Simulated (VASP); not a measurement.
# Zn3Cd2Se5 (I-4m2) in VASP: single point with PBE

Aim: the single point of Zn3Cd2Se5 with PBE.

Program: VASP 6.6.1. These are calculated values, not measurements. Logs are shortened: lines on timing, memory, paths and dates and some standing lists are left out, and cuts for length are marked.

## (1) The cell of the first run

Symmetry: I-4m2, No. 119, tetragonal system. The conventional cell has a = 4.164 Å, b = 4.164 Å, c = 29.840 Å, α = 90.00°, β = 90.00°, γ = 90.00°. Within 3.3 Å of Zn (site symmetry 2mm) lie 4 Se at 2.50 Å. Zn (site symmetry -4m2) has 4 Se at 2.50 Å within 3.3 Å. Cd (site symmetry 2mm) has 4 Se at 2.66 Å within 3.5 Å. Within 3.3 Å of Se (site symmetry 2mm) lie 4 Zn at 2.50 Å. Se (site symmetry 2mm) has 2 Zn at 2.50 Å and 2 Cd at 2.66 Å within 3.3 Å. Within 3.5 Å of Se (site symmetry -4m2) lie 4 Cd at 2.66 Å.

## (2) Single point, PBE

INCAR reads:

```
SYSTEM = Zn3Cd2Se5
ALGO = Normal ; EDIFF = 1E-6
ENCUT = 520 ; GGA = PE
ISIF = 2 ; ISMEAR = 0
LASPH = .TRUE. ; LCHARG = .FALSE.
LREAL = .FALSE. ; LWAVE = .FALSE.
NBANDS = 56 ; NELM = 60
PREC = Accurate ; SIGMA = 0.1
```

KPOINTS reads:

```
k-points
0
G
  4 4 4
  0 0 0
```

POSCAR reads:

```
Zn3Cd2Se5
1.0
    0.0000000000     -4.1641960000      0.0000000000
    4.1641960000      0.0000000000      0.0000000000
   -2.0820980000      2.0820980000     14.9197848000
Zn Cd Se
3 2 5
Direct
    0.9069470000      0.9069470000      0.8138940000
    0.5000000000      0.5000000000      1.0000000000
    0.0930530000      0.0930530000      0.1861060000
    0.6947910000      0.6947910000      0.3895820000
    0.3052090000      0.3052090000      0.6104180000
    0.4535220000      0.9535220000      0.9070440000
    0.0464780000      0.5464780000      0.0929560000
    0.6392320000      0.1392320000      0.2784640000
    0.2500000000      0.7500000000      0.5000000000
    0.8607680000      0.3607680000      0.7215360000
```

Potentials or basis: VASP PAW PBE potentials, release 64 (Zn, Cd, Se).

Run with:

```sh
$ cat potpaw_PBE.64/Zn/POTCAR potpaw_PBE.64/Cd/POTCAR potpaw_PBE.64/Se/POTCAR > POTCAR
$ mpirun -np 1 vasp_std > vasp.out
```

OUTCAR:

```text
SYSTEM = Zn3Cd2Se5
   EDIFF = 1E-6
   ENCUT = 520
   GGA = PE
   ISIF = 2
   ISMEAR = 0
   LASPH = .TRUE.
   LREAL = .FALSE.
   NELM = 60
   PREC = Accurate

 ion  position               nearest neighbor table
   1  0.907  0.907  0.814-  10 2.50  10 2.50   6 2.50   6 2.50
   2  0.500  0.500  0.000-   7 2.50   6 2.50   7 2.50   6 2.50
   3  0.093  0.093  0.186-   8 2.50   8 2.50   7 2.50   7 2.50
   4  0.695  0.695  0.390-   9 2.66   9 2.66   8 2.66   8 2.66
   5  0.305  0.305  0.610-   9 2.66   9 2.66  10 2.66  10 2.66
   6  0.454  0.954  0.907-   2 2.50   2 2.50   1 2.50   1 2.50
   7  0.046  0.546  0.093-   2 2.50   2 2.50   3 2.50   3 2.50
   8  0.639  0.139  0.278-   3 2.50   3 2.50   4 2.66   4 2.66
   9  0.250  0.750  0.500-   5 2.66   4 2.66   5 2.66   4 2.66
  10  0.861  0.361  0.722-   1 2.50   1 2.50   5 2.66   5 2.66

  LATTYP: Found a body centered tetragonal cell.
 ALAT       =     4.1641960000
 C/A-ratio  =     7.1657457046

  Lattice vectors:

 A1 = (  -2.0820980000,  -2.0820980000, -14.9197848000)
 A2 = (   2.0820980000,   2.0820980000, -14.9197848000)
 A3 = (   2.0820980000,  -2.0820980000,  14.9197848000)

Analysis of symmetry for initial positions (statically):
=====================================================================
 Subroutine PRICEL returns:
 Original cell was already a primitive cell.

 Routine SETGRP: Setting up the symmetry group for a
 body centered tetragonal supercell.

 Subroutine GETGRP returns: Found  8 space group operations
 (whereof  8 operations were pure point group operations)
 out of a pool of 16 trial point group operations.

The static configuration has the point symmetry D_2d.

Analysis of symmetry for dynamics (positions and initial velocities):
=====================================================================
 Subroutine PRICEL returns:
 Original cell was already a primitive cell.

 Routine SETGRP: Setting up the symmetry group for a
 body centered tetragonal supercell.

 Subroutine GETGRP returns: Found  8 space group operations
 (whereof  8 operations were pure point group operations)
 out of a pool of 16 trial point group operations.

The dynamic configuration has the point symmetry D_2d.

 Subroutine INISYM returns: Found  8 space group operations
 (whereof  8 operations are pure point group operations),
 and found     1 'primitive' translations

----------------------------------------------------------------------------------------

                                     Primitive cell

  volume of cell :     258.7170

  direct lattice vectors                    reciprocal lattice vectors
     0.000000000 -4.164196000  0.000000000     0.000000000 -0.240142395  0.033512548
     4.164196000  0.000000000  0.000000000     0.240142395  0.000000000  0.033512548
    -2.082098000  2.082098000 14.919784800     0.000000000  0.000000000  0.067025095

  length of vectors
     4.164196000  4.164196000 15.207571885     0.242469505  0.242469505  0.067025095

  position of ions in fractional coordinates (direct lattice)
     0.906947000  0.906947000  0.813894000
     0.500000000  0.500000000  0.000000000
     0.093053000  0.093053000  0.186106000
     0.694791000  0.694791000  0.389582000
     0.305209000  0.305209000  0.610418000
     0.453522000  0.953522000  0.907044000
     0.046478000  0.546478000  0.092956000
     0.639232000  0.139232000  0.278464000
     0.250000000  0.750000000  0.500000000
     0.860768000  0.360768000  0.721536000

  ion indices of the primitive-cell ions
   primitive index   ion index
                 1           1
                 2           2
                 3           3
                 4           4
                 5           5
                 6           6
                 7           7
                 8           8
                 9           9
                10          10

----------------------------------------------------------------------------------------

 KPOINTS: k-points

Automatic generation of k-mesh.
 Grid dimensions read from file:
 generate k-points for:    4    4    4

 Generating k-lattice:

  Cartesian coordinates                     Fractional coordinates (reciprocal lattice)
     0.000000000 -0.060035599  0.008378137     0.250000000  0.000000000 -0.000000000
     0.060035599  0.000000000  0.008378137     0.000000000  0.250000000 -0.000000000
     0.000000000  0.000000000  0.016756274     0.000000000  0.000000000  0.250000000

  Length of vectors
     0.060617376  0.060617376  0.016756274

  Shift w.r.t. Gamma in fractional coordinates (k-lattice)
     0.000000000  0.000000000  0.000000000

 Subroutine IBZKPT returns following result:
 ===========================================

 Found     13 irreducible k-points:

 Following reciprocal coordinates:
            Coordinates               Weight
  0.000000  0.000000  0.000000      1.000000
  0.250000  0.000000 -0.000000      8.000000
  0.500000  0.000000 -0.000000      4.000000
  0.250000  0.250000 -0.000000      8.000000
  0.500000  0.250000 -0.000000     16.000000
 -0.250000  0.250000  0.000000      4.000000
  0.500000  0.500000 -0.000000      2.000000
  0.000000  0.000000  0.250000      2.000000
  0.250000  0.000000  0.250000      8.000000
  0.500000  0.000000  0.250000      4.000000
  0.250000  0.250000  0.250000      4.000000
  0.500000  0.500000  0.250000      2.000000
  0.000000  0.000000  0.500000      1.000000
   k-points           NKPTS =     13   k-points in BZ     NKDIM =     13   number of bands    NBANDS=     56
   number of dos      NEDOS =    301   number of ions     NIONS =     10
   total plane-waves  NPLWV = 122880
   dimension x,y,z NGX =    32 NGY =   32 NGZ =  120
   dimension x,y,z NGXF=    64 NGYF=   64 NGZF=  240
   ions per type =               3   2   5
   NGX,Y,Z   is equivalent  to a cutoff of  12.78, 12.78, 13.12 a.u.
   NGXF,Y,Z  is equivalent  to a cutoff of  25.55, 25.55, 26.24 a.u.
 SYSTEM =  Zn3Cd2Se5
   PREC   = accura    normal or accurate (medium, high low for compatibility)
   ISTART =      0    job   : 0-new  1-cont  2-samecut
   ICHARG =      2    charge: 1-file 2-atom 10-const
   ISPIN  =      1    spin polarized calculation?
   LNONCOLLINEAR =      F non collinear calculations
   LSORBIT =      F    spin-orbit coupling
   LASPH  =      T    aspherical Exc in radial PAW
   ENCUT  =  520.0 eV  38.22 Ry    6.18 a.u.   7.74  7.74 28.28*2*pi/ulx,y,z
   NELM   =     60;   NELMIN=  2; NELMDL= -5     # of ELM steps
   EDIFF  = 0.1E-05   stopping-criterion for ELM
   LREAL  =      F    real-space projection
   EDIFFG = 0.1E-04   stopping-criterion for IOM
   NSW    =      0    number of steps for IOM
   IBRION =     -1    ionic relax: 0-MD 1-quasi-New 2-CG
   NFREE  =      0    steps in history (QN), initial steepest desc. (CG)
   ISIF   =      2    stress and relaxation
   ISYM   =      2    0-nonsym 1-usesym 2-fastsym
   POTIM  = 0.5000    time-step for ionic-motion
   TEBEG  =    0.0;   TEEND  =   0.0 temperature during run
   PSTRESS=    0.0 pullay stress
   NELECT =      90.0000    total number of electrons
   NUPDOWN=      -1.0000    fix difference up-down
   EMIN   =  10.00;   EMAX   =-10.00  energy-range for DOS
   EFERMI =   0.00;   METHOD = LEGACY
   ISMEAR =     0;   SIGMA  =   0.10  broadening in eV -4-tet -1-fermi 0-gaus
   EFERMI_NEDOS =   21; number of points for ismear=-14 and -15
   IALGO  =     38    algorithm
   IMIX   =      4    mixing-type and parameters
     AMIX     =   0.40;   BMIX     =  1.00
     AMIX_MAG =   1.60;   BMIX_MAG =  1.00
  volume/ion in A,a.u.               =      25.87       174.59
  Fermi-wavevector in a.u.,A,eV,Ry     =   1.151368  2.175769 18.036530  1.325648
  Thomas-Fermi vector in A             =   2.288026
   LORBIT       =      0    0 simple, 1 ext, 2 COOP (PROOUT), +10 PAW based schemes
   GGA     = PE    functional components
   LHFCALC =     F    Hartree Fock is set to
   AEXX    =    0.0000 exact exchange contribution
   IVDW    =     0    specifies the selected vdW correction
   LEPSILON=     F    determine dielectric tensor
   LRPA    =     F    only Hartree local field effects (RPA)
 non-spin polarized calculation
 Gauss-broadening in eV      SIGMA  =   0.10
  energy-cutoff  :      520.00
  volume of cell :      258.72
 maximum number of plane-waves:      6991
 NGX is ok and might be reduce to    32
   NGX = 15   NGY = 15   NGZ = 57

 number of electron      89.9999956 magnetization

 Free energy of the ion-electron system (eV)
  ---------------------------------------------------
  ext. energy  EPLUGINS =         0.00000000
  ---------------------------------------------------
  free energy    TOTEN  =       -28.87711718 eV

  energy without entropy =      -28.87711718  energy(sigma->0) =      -28.87711718

 E-fermi :   1.4390     XC(G=0):  -8.9590

 val. band max:        1.0526814452   @ k =   0.0000   0.0000   0.0000
 cond. band min:       1.8163678365   @ k =   0.0000   0.0000   0.0000
 fundamental gap:      0.7636863914
 Fermi energy:         1.4389505403

 k-point     1 :       0.0000    0.0000    0.0000
  band No.  band energies     occupation
      1     -11.8018      2.00000
      2     -11.5258      2.00000
      3     -11.3655      2.00000
      4     -11.0904      2.00000
      5     -10.9881      2.00000
      6      -6.8254      2.00000
[... 48 lines left out ...]
     55       6.9020      0.00000
     56       6.9067      0.00000

 k-point     2 :       0.2500    0.0000   -0.0000
  band No.  band energies     occupation
      1     -11.5974      2.00000
      2     -11.3910      2.00000
      3     -11.2493      2.00000
      4     -11.0772      2.00000
      5     -10.9948      2.00000
      6      -6.8012      2.00000
[... 48 lines left out ...]
     55       7.1682      0.00000
     56       7.2611      0.00000

 k-point     3 :       0.5000    0.0000   -0.0000
  band No.  band energies     occupation
      1     -11.2095      2.00000
      2     -11.2083      2.00000
      3     -11.1925      2.00000
      4     -11.1166      2.00000
      5     -11.0994      2.00000
      6      -6.8021      2.00000
[... 523 lines left out ...]
 k-point    12 :       0.5000    0.5000    0.2500
  band No.  band energies     occupation
      1     -10.9843      2.00000
      2     -10.9843      2.00000
      3     -10.9746      2.00000
      4     -10.9744      2.00000
      5     -10.9609      2.00000
      6      -6.7201      2.00000
[... 48 lines left out ...]
     55       6.3875      0.00000
     56       7.4879      0.00000

 k-point    13 :       0.0000    0.0000    0.5000
  band No.  band energies     occupation
      1     -11.7934      2.00000
      2     -11.5725      2.00000
      3     -11.2359      2.00000
      4     -11.2149      2.00000
      5     -10.9548      2.00000
      6      -6.8257      2.00000
[... 48 lines left out ...]
     55       6.4897      0.00000
     56       7.1907      0.00000

------------------------ aborting loop because EDIFF is reached ----------------------------------------

  FORCE on cell =-STRESS in cart. coord.  units (eV):
  Direction    XX          YY          ZZ          XY          YZ          ZX
  --------------------------------------------------------------------------------------
  -------------------------------------------------------------------------------------
  Total        0.7211635      0.7211635      0.2583204      0.0000000     -0.0000000      0.0000000
  in kB        4.4660073      4.4660073      1.5997215      0.0000000     -0.0000000      0.0000000
  external PRESSURE =       3.5105787 kB  Pullay stress =       0.0000000 kB

 VOLUME and BASIS-vectors are now :
 -----------------------------------------------------------------------------
  energy-cutoff  :      520.00
  volume of cell :      258.72
      direct lattice vectors                 reciprocal lattice vectors
     0.000000000 -4.164196000  0.000000000     0.000000000 -0.240142395  0.033512548
     4.164196000  0.000000000  0.000000000     0.240142395  0.000000000  0.033512548
    -2.082098000  2.082098000 14.919784800     0.000000000  0.000000000  0.067025095

 POSITION                                       TOTAL-FORCE (eV/Angst)
 -----------------------------------------------------------------------------------
      2.08210     -2.08210     12.14312         0.000000      0.000000      0.002315
      2.08210     -2.08210      0.00000         0.000000      0.000000     -0.000000
     -0.00000      0.00000      2.77666         0.000000      0.000000     -0.002315
      2.08210     -2.08210      5.81248         0.000000     -0.000000     -0.007237
     -0.00000      0.00000      9.10731        -0.000000      0.000000      0.007237
      2.08210      0.00000     13.53290         0.000000      0.000000     -0.005192
      2.08210      0.00000      1.38688         0.000000      0.000000      0.005192
      0.00000     -2.08210      4.15462         0.000000      0.000000     -0.023578
      2.08210      0.00000      7.45989         0.000000      0.000000     -0.000000
      0.00000     -2.08210     10.76516         0.000000      0.000000      0.023578
 -----------------------------------------------------------------------------------
    total drift:                               -0.000008     -0.000008      0.000000

  FREE ENERGIE OF THE ION-ELECTRON SYSTEM (eV)
  ---------------------------------------------------
  free  energy   TOTEN  =       -28.8771171789 eV

  energy  without entropy=      -28.8771171777  energy(sigma->0) =      -28.87711718
```

Wall time 5.6 min (1 thread of Intel Xeon 8259CL, shared host); peak memory 0.43 GiB.

Results:

```
Free energy            : -28.8771 eV
Pressure               : 0.4 GPa
Largest force          : 0.024 eV/Å
Band gap on the k mesh : 0.76 eV
```

Forces on the atoms (eV/Å):
```
Zn   0.000  0.000  0.002
Zn   0.000  0.000  0.000
Zn   0.000  0.000 -0.002
Cd   0.000  0.000 -0.007
Cd   0.000  0.000  0.007
Se   0.000  0.000 -0.005
Se   0.000  0.000  0.005
Se   0.000  0.000 -0.024
Se   0.000  0.000  0.000
Se   0.000  0.000  0.024
```

A k mesh can miss the band edges.
